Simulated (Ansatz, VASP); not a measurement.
# ScCuC4N4 in VASP and in Ansatz

```
Sc Cu C N
1.0
     5.97754    0.00000    0.00000
     0.00000    5.97754    0.00000
     0.00000    0.00000    5.97754
Sc Cu C N
1 1 4 4
Cartesian
  2.9888 2.9888 2.9888
  0.0000 0.0000 0.0000
  1.1082 1.1082 1.1082
  1.1082 4.8693 4.8693
  4.8693 1.1082 4.8693
  4.8693 4.8693 1.1082
  1.7890 1.7890 1.7890
  1.7890 4.1885 4.1885
  4.1885 1.7890 4.1885
  4.1885 4.1885 1.7890
```

Alike in both runs: functional PBE; k mesh 4 × 4 × 4; occupations gaussian, width 0.02 eV; no spin polarisation.

Ansatz relaxed the structure, and its values are those at the end. VASP's run is a single point on that final structure, the one shown.

|  | VASP | Ansatz |
| --- | --- | --- |
| version | VASP 6.6.1 | Ansatz 0.2.0 |
| potentials or method | VASP PAW PBE potentials, release 64 (Sc_sv, Cu, C, N), cutoff 520 eV | scalar-relativistic, plane waves, PAW |
| valence electrons in the cell | 58 | 66 |

Ansatz gave:

- gap on the k mesh at the Fermi level (eV): 2.63
- least direct gap on the mesh (eV): 2.67
- pressure (GPa): 0.0
- rms of the force components (eV/Å): 0.001

Question: Which values does VASP return?

Answer: gap on the k mesh at the Fermi level (eV): 2.63; least direct gap on the mesh (eV): 2.67; pressure (GPa): 0.5; rms of the force components (eV/Å): 0.149.

One of these differences is far larger than is usual between the two programs; its cause wasn't traced. With one functional, cell and mesh, what is left measures potentials, basis and numerics. VASP's potentials hold 58 valence electrons a cell and Ansatz's 66, so a difference there can come from the potentials and not from the codes.

Noted on VASP's run: the standard files for N, O and F lose accuracy on very short bonds.
